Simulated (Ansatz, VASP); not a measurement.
## W in VASP and in Ansatz

```xyz
1
Lattice="0.0000 1.9995 1.9995 2.0300 -0.0305 2.0300 2.0300 2.0300 -0.0305" Properties=species:S:1:pos:R:3 pbc="T T T"
W     0.0000    0.0000    0.0000
```

Change from the starting cell: strain -0.0300 x Voigt [0, 0, 0, 1, 0, 0], atoms carried along.

Alike in both runs: task single point; functional PBEsol; k mesh 20 × 20 × 20; occupations gaussian, width 0.15 eV; no spin polarisation.

|  | VASP | Ansatz |
| --- | --- | --- |
| version | VASP 6.6.1 | Ansatz 0.2.0 |
| potentials or method | VASP PAW PBE potentials, release 64 (W_sv), cutoff 520 eV | scalar-relativistic, plane waves, PAW |
| valence electrons in the cell | 14 | 14 |

VASP gave:

| Property | Result |
| --- | --- |
| gap on the k mesh at the Fermi level (eV) | none |
| pressure (GPa) | -11.9 |
| traceless stress, the component that is largest in VASP (GPa) | -3.58 |

Estimate Ansatz's values.

gap on the k mesh at the Fermi level (eV): none; pressure (GPa): -12.4; traceless stress, the component that is largest in VASP (GPa): -3.55.

VASP's potentials were made for PBE, not for PBEsol. A gap of «none» marks a metal or a gap that the smearing closes. With one functional, cell and mesh, what is left measures potentials, basis and numerics.

Neither program's run includes spin-orbit coupling.
